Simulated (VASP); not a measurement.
# Be4Pd (P1) in VASP: single point with r2SCAN

Aim: the single point of Be4Pd with r2SCAN.

All numbers are computed with VASP 6.6.1; they aren't measurements. Logs are shortened: lines on timing, memory, paths and dates and some standing lists are left out, and cuts for length are marked.

## 1. The cell of the first run

The typed cell holds 10 atoms: a = 3.593 Å, b = 3.628 Å, c = 7.654 Å, α = 90.18°, β = 90.90°, γ = 90.81°.

## 2. Single point, r2SCAN

The input, POSCAR:

```
Be4Pd
1.0
    3.5930890000     -0.0255870000     -0.0286050000
   -0.0255870000      3.6274590000     -0.0059530000
   -0.0598600000     -0.0124570000      7.6535580000
Be Pd
8 2
Direct
    0.9731140000      0.9383530000      0.0060270000
    0.5955370000      0.4866720000      0.9998620000
    0.9674620000      0.4667600000      0.4871580000
    0.4509390000      0.9574950000      0.5141720000
    0.0086910000      0.9828980000      0.3137370000
    0.4982650000      0.4958550000      0.2862060000
    0.4895190000      0.4812950000      0.6583890000
    0.9813450000      0.9371210000      0.7221330000
    0.0305570000      0.5550200000      0.1727580000
    0.5375860000      0.0027670000      0.8624440000
```

The input, INCAR.step1:

```
SYSTEM = Be4Pd
PREC = Accurate ; ENCUT = 660
ISMEAR = -1 ; SIGMA = 0.1
LREAL = .FALSE. ; LASPH = .TRUE.
NELM = 120 ; NBANDS = 29
GGA = PE ; ALGO = Normal
EDIFF = 1E-5 ; LWAVE = .TRUE.
LCHARG = .FALSE. ; GGA_COMPAT = .FALSE.
```

The input, INCAR.step2:

```
SYSTEM = Be4Pd
PREC = Accurate ; ENCUT = 660
EDIFF = 1E-6 ; ISMEAR = -1
SIGMA = 0.1 ; LREAL = .FALSE.
LASPH = .TRUE. ; NELM = 120
ALGO = Normal ; ISIF = 2
LWAVE = .FALSE. ; LCHARG = .TRUE.
METAGGA = R2SCAN ; LMIXTAU = .TRUE.
LELF = .TRUE. ; LVHAR = .TRUE.
NBANDS = 29 ; ISTART = 1
GGA_COMPAT = .FALSE.
```

The input, KPOINTS:

```
Automatic mesh
0
Gamma
  5 5 3
  0.5 0.5 0.5
```

Potentials or basis: VASP PAW PBE potentials, release 64 (Be, Pd).

The run is started by

```console
$ cat potpaw_PBE.64/Be/POTCAR potpaw_PBE.64/Pd/POTCAR > POTCAR
$ cp INCAR.step1 INCAR
$ mpirun -np 1 vasp_std > vasp.out
$ cp INCAR.step2 INCAR
$ mpirun -np 1 vasp_std > vasp.out
```

OUTCAR:

```text
SYSTEM = Be4Pd
   PREC = Accurate
   ENCUT = 660
   EDIFF = 1E-6
   ISMEAR = -1
   LREAL = .FALSE.
   LASPH = .TRUE.
   NELM = 120
   ISIF = 2
   METAGGA = R2SCAN
   ISTART = 1

 ion  position               nearest neighbor table
   1  0.973  0.938  0.006-   9 1.90  10 1.92   2 2.11   8 2.17  10 2.33   5 2.36   9 2.58
   2  0.596  0.487  1.000-   9 2.04  10 2.05   1 2.11  10 2.16   6 2.22   9 2.46
   3  0.967  0.467  0.487-   7 2.18   5 2.21   6 2.27   7 2.27   5 2.30   9 2.44
   4  0.451  0.957  0.514-   7 2.06   5 2.19   7 2.20   8 2.34  10 2.68
   5  0.009  0.983  0.314-   9 1.89   4 2.19   3 2.21   3 2.30   9 2.34   1 2.36
   6  0.498  0.496  0.286-   9 1.89   9 2.12   2 2.22   3 2.27
   7  0.490  0.481  0.658-   4 2.06   3 2.18   4 2.20   3 2.27  10 2.35  10 2.45
   8  0.981  0.937  0.722-  10 1.95   1 2.17  10 2.26   4 2.34
   9  0.031  0.555  0.173-   5 1.89   6 1.89   1 1.90   2 2.04   6 2.12   5 2.34   3 2.44   2 2.46
                             1 2.58  10 3.37  10 3.42
  10  0.538  0.003  0.862-   1 1.92   8 1.95   2 2.05   2 2.16   8 2.26   1 2.33   7 2.35   7 2.45
                             4 2.68   9 3.37   9 3.42

  LATTYP: Found a triclinic cell.
 ALAT       =     3.5932939627
 B/A-ratio  =     2.3673149605
 C/A-ratio  =     1.0095344724
 COS(alpha) =     0.0030904706
 COS(beta)  =     0.0141606245
 COS(gamma) =     0.4366081621

  Lattice vectors:

 A1 = (  -3.5930890000,   0.0255870000,   0.0286050000)
 A2 = (  -3.6529490000,   0.0131300000,   7.6821630000)
 A3 = (  -0.0255870000,   3.6274590000,  -0.0059530000)

Analysis of symmetry for initial positions (statically):
=====================================================================
 Subroutine PRICEL returns:
 Original cell was already a primitive cell.

 Routine SETGRP: Setting up the symmetry group for a
 triclinic supercell.

 Subroutine GETGRP returns: Found  1 space group operations
 (whereof  1 operations were pure point group operations)
 out of a pool of  2 trial point group operations.

The static configuration has the point symmetry C_1 .

Analysis of symmetry for dynamics (positions and initial velocities):
=====================================================================
 Subroutine PRICEL returns:
 Original cell was already a primitive cell.

 Routine SETGRP: Setting up the symmetry group for a
 triclinic supercell.

 Subroutine GETGRP returns: Found  1 space group operations
 (whereof  1 operations were pure point group operations)
 out of a pool of  2 trial point group operations.

The dynamic configuration has the point symmetry C_1 .

 Subroutine INISYM returns: Found  1 space group operations
 (whereof  1 operations are pure point group operations),
 and found     1 'primitive' translations

----------------------------------------------------------------------------------------

                                     Primitive cell

  volume of cell :      99.7433

  direct lattice vectors                    reciprocal lattice vectors
     3.593089000 -0.025587000 -0.028605000     0.278343423  0.001966928  0.002180181
    -0.025587000  3.627459000 -0.005953000     0.001966928  0.275689702  0.000464099
    -0.059860000 -0.012457000  7.653558000     0.001041832  0.000221785  0.130666695

  length of vectors
     3.593293963  3.627554125  7.653802222     0.278358911  0.275697109  0.130671036

  position of ions in fractional coordinates (direct lattice)
     0.973114000  0.938353000  0.006027000
     0.595537000  0.486672000  0.999862000
     0.967462000  0.466760000  0.487158000
     0.450939000  0.957495000  0.514172000
     0.008691000  0.982898000  0.313737000
     0.498265000  0.495855000  0.286206000
     0.489519000  0.481295000  0.658389000
     0.981345000  0.937121000  0.722133000
     0.030557000  0.555020000  0.172758000
     0.537586000  0.002767000  0.862444000

  ion indices of the primitive-cell ions
   primitive index   ion index
                 1           1
                 2           2
                 3           3
                 4           4
                 5           5
                 6           6
                 7           7
                 8           8
                 9           9
                10          10

----------------------------------------------------------------------------------------

 KPOINTS: Automatic mesh

Automatic generation of k-mesh.
 Grid dimensions read from file:
 generate k-points for:    5    5    3

 Generating k-lattice:

  Cartesian coordinates                     Fractional coordinates (reciprocal lattice)
     0.055668685  0.000393386  0.000436036     0.200000000 -0.000000000 -0.000000000
     0.000393386  0.055137940  0.000092820    -0.000000000  0.200000000 -0.000000000
     0.000347277  0.000073928  0.043555565    -0.000000000  0.000000000  0.333333333

  Length of vectors
     0.055671782  0.055139422  0.043557012

  Shift w.r.t. Gamma in fractional coordinates (k-lattice)
     0.500000000  0.500000000  0.500000000

 Subroutine IBZKPT returns following result:
 ===========================================

 Found     38 irreducible k-points:

 Following reciprocal coordinates:
            Coordinates               Weight
  0.100000  0.100000  0.166667      2.000000
  0.300000  0.100000  0.166667      2.000000
  0.500000  0.100000  0.166667      2.000000
 -0.300000  0.100000  0.166667      2.000000
 -0.100000  0.100000  0.166667      2.000000
  0.100000  0.300000  0.166667      2.000000
[... 16 lines left out ...]
  0.500000 -0.100000  0.166667      2.000000
 -0.300000 -0.100000  0.166667      2.000000
 [... further k-points ...]
   k-points           NKPTS =     38   k-points in BZ     NKDIM =     38   number of bands    NBANDS=     29
   number of dos      NEDOS =    301   number of ions     NIONS =     10
   total plane-waves  NPLWV =  57600
   dimension x,y,z NGX =    30 NGY =   30 NGZ =   64
   dimension x,y,z NGXF=    60 NGYF=   60 NGZF=  128
   ions per type =               8   2
   NGX,Y,Z   is equivalent  to a cutoff of  13.88, 13.75, 13.90 a.u.
   NGXF,Y,Z  is equivalent  to a cutoff of  27.76, 27.50, 27.80 a.u.
 SYSTEM =  Be4Pd
   PREC   = accura    normal or accurate (medium, high low for compatibility)
   ISTART =      1    job   : 0-new  1-cont  2-samecut
   ICHARG =      0    charge: 1-file 2-atom 10-const
   ISPIN  =      1    spin polarized calculation?
   LNONCOLLINEAR =      F non collinear calculations
   LSORBIT =      F    spin-orbit coupling
   LASPH  =      T    aspherical Exc in radial PAW
   ENCUT  =  660.0 eV  48.51 Ry    6.96 a.u.   7.53  7.60 16.03*2*pi/ulx,y,z
   NELM   =    120;   NELMIN=  2; NELMDL=  0     # of ELM steps
   EDIFF  = 0.1E-05   stopping-criterion for ELM
   LREAL  =      F    real-space projection
[... 7 lines left out ...]
   TEBEG  =    0.0;   TEEND  =   0.0 temperature during run
   PSTRESS=    0.0 pullay stress
   NELECT =      36.0000    total number of electrons
   NUPDOWN=      -1.0000    fix difference up-down
   EMIN   =  10.00;   EMAX   =-10.00  energy-range for DOS
   EFERMI =   0.00;   METHOD = LEGACY
   ISMEAR =    -1;   SIGMA  =   0.10  broadening in eV -4-tet -1-fermi 0-gaus
   EFERMI_NEDOS =   21; number of points for ismear=-14 and -15
   IALGO  =     38    algorithm
   IMIX   =      4    mixing-type and parameters
     AMIX     =   0.40;   BMIX     =  1.00
     AMIX_MAG =   1.60;   BMIX_MAG =  1.00
  volume/ion in A,a.u.               =       9.97        67.31
  Fermi-wavevector in a.u.,A,eV,Ry     =   1.165595  2.202656 18.485040  1.358612
  Thomas-Fermi vector in A             =   2.302119
   LORBIT       =      0    0 simple, 1 ext, 2 COOP (PROOUT), +10 PAW based schemes
   METAGGA = R2SCAN    functional components
   LHFCALC =     F    Hartree Fock is set to
   AEXX    =    0.0000 exact exchange contribution
   IVDW    =     0    specifies the selected vdW correction
   LEPSILON=     F    determine dielectric tensor
   LRPA    =     F    only Hartree local field effects (RPA)
 non-spin polarized calculation
  energy-cutoff  :      660.00
  volume of cell :       99.74
 maximum number of plane-waves:      3857
   NGX = 15   NGY = 15   NGZ = 33

 number of electron      36.0000000 magnetization

 Free energy of the ion-electron system (eV)
  ---------------------------------------------------
  ext. energy  EPLUGINS =         0.00000000
  ---------------------------------------------------
  free energy    TOTEN  =       -75.66495225 eV

  energy without entropy =      -75.57768414  energy(sigma->0) =      -75.62131820

 E-fermi :   7.3528     XC(G=0): -11.7533

 val. band max:        7.2990948499   @ k =   0.5000   0.1000   0.1667
 cond. band min:       7.3574846474   @ k =   0.5000  -0.3000   0.1667
 fundamental gap:      0.0583897975
 Fermi energy:         7.3527514657

 k-point     1 :       0.1000    0.1000    0.1667
  band No.  band energies     occupation
      1      -2.8558      2.00000
      2      -1.3662      2.00000
      3      -0.3440      2.00000
      4       0.2843      2.00000
      5       0.6917      2.00000
      6       0.8548      2.00000
[... 21 lines left out ...]
     28      14.6472      0.00000
     29      15.3268      0.00000

 k-point     2 :       0.3000    0.1000    0.1667
  band No.  band energies     occupation
      1      -2.0336      2.00000
      2      -0.7609      2.00000
      3       0.2025      2.00000
      4       0.6003      2.00000
      5       0.8264      2.00000
      6       1.0309      2.00000
[... 21 lines left out ...]
     28      14.7795      0.00000
     29      15.4928      0.00000

 k-point     3 :       0.5000    0.1000    0.1667
  band No.  band energies     occupation
      1      -0.7826      2.00000
      2      -0.5404      2.00000
      3       0.0050      2.00000
      4       0.3152      2.00000
      5       0.9434      2.00000
      6       1.1250      2.00000
[... 638 lines left out ...]
      5       0.9148      2.00000
      6       1.0951      2.00000
[... 21 lines left out ...]
     28      14.5589      0.00000
     29      15.6521      0.00000

 k-point    24 :      -0.3000   -0.1000    0.1667
  band No.  band energies     occupation
      1      -2.0804      2.00000
      2      -0.5444      2.00000
      3       0.1520      2.00000
      4       0.5374      2.00000
      5       0.7285      2.00000
      6       0.9731      2.00000
[... 21 lines left out ...]
     28      15.0125      0.00000
     29      15.2610      0.00000

 [... further k-points ...]

------------------------ aborting loop because EDIFF is reached ----------------------------------------

  FORCE on cell =-STRESS in cart. coord.  units (eV):
  Direction    XX          YY          ZZ          XY          YZ          ZX
  --------------------------------------------------------------------------------------
  -------------------------------------------------------------------------------------
  Total       20.8923627     14.2141942     18.5025944     -1.8616266     -0.7651301      7.9665803
  in kB      335.5941439    228.3226835    297.2072814    -29.9033185    -12.2902889    127.9672257
  external PRESSURE =     287.0413696 kB  Pullay stress =       0.0000000 kB

 VOLUME and BASIS-vectors are now :
 -----------------------------------------------------------------------------
  energy-cutoff  :      660.00
  volume of cell :       99.74
      direct lattice vectors                 reciprocal lattice vectors
     3.593089000 -0.025587000 -0.028605000     0.278343423  0.001966928  0.002180181
    -0.025587000  3.627459000 -0.005953000     0.001966928  0.275689702  0.000464099
    -0.059860000 -0.012457000  7.653558000     0.001041832  0.000221785  0.130666695

 POSITION                                       TOTAL-FORCE (eV/Angst)
 -----------------------------------------------------------------------------------
      3.47211      3.37886      0.01271         2.429273      3.001332     -0.037176
      2.06751      1.73769      7.63257        -1.739784      0.148647     -0.579309
      3.43507      1.66233      3.69804         0.552441      0.162229      0.248728
      1.56499      3.45533      3.91665         0.510128      0.566012     -0.119509
     -0.01270      3.56129      2.39510        -0.618111      2.984326      2.613266
      1.76049      1.78238      2.17329         2.483064     -0.765881      3.968651
      1.70716      1.72515      5.02215        -0.155917     -0.255196      0.560323
      3.45885      3.36526      5.49324         1.874978     -0.346186     -3.491485
      0.08525      2.01038      1.31804        -0.211298     -5.486783     -1.117598
      1.87990     -0.01446      6.58537        -5.124774     -0.008500     -2.045891
 -----------------------------------------------------------------------------------
    total drift:                               -0.000295     -0.000663     -0.000211

  FREE ENERGIE OF THE ION-ELECTRON SYSTEM (eV)
  ---------------------------------------------------
  free  energy   TOTEN  =       -75.6649522525 eV

  energy  without entropy=      -75.5776841449  energy(sigma->0) =      -75.62131820
```

Run time: 16 min. Hardware: 1 thread of Intel Xeon 8259CL, shared host; peak memory 0.33 GiB.

Results:

- Free energy: -75.6650 eV
- Pressure: 28.7 GPa
- Largest force: 5.603 eV/Å
- Band gap on the k mesh: zero (bands 18 and 19 overlap by 2.28 eV)

Forces on the atoms (eV/Å):
```
Be   2.429  3.001 -0.037
Be  -1.740  0.149 -0.579
Be   0.552  0.162  0.249
Be   0.510  0.566 -0.120
Be  -0.618  2.984  2.613
Be   2.483 -0.766  3.969
Be  -0.156 -0.255  0.560
Be   1.875 -0.346 -3.491
Pd  -0.211 -5.487 -1.118
Pd  -5.125 -0.009 -2.046
```

Levels at points of the mesh, in eV from the Fermi level:
```tsv
k point	band 16	band 17	band 18	band 19	band 20	band 21
(0.50, 0.50, 0.50)	-3.29	-2.36	-1.70	-1.26	-1.20	-0.81
```

Caveat: the stress differs along the axes, from 23 to 34 GPa; the PAW data sets were made with another functional, which shifts forces and pressure a little.

The gap in the log of VASP goes by the Fermi energy; the results here count the filled bands.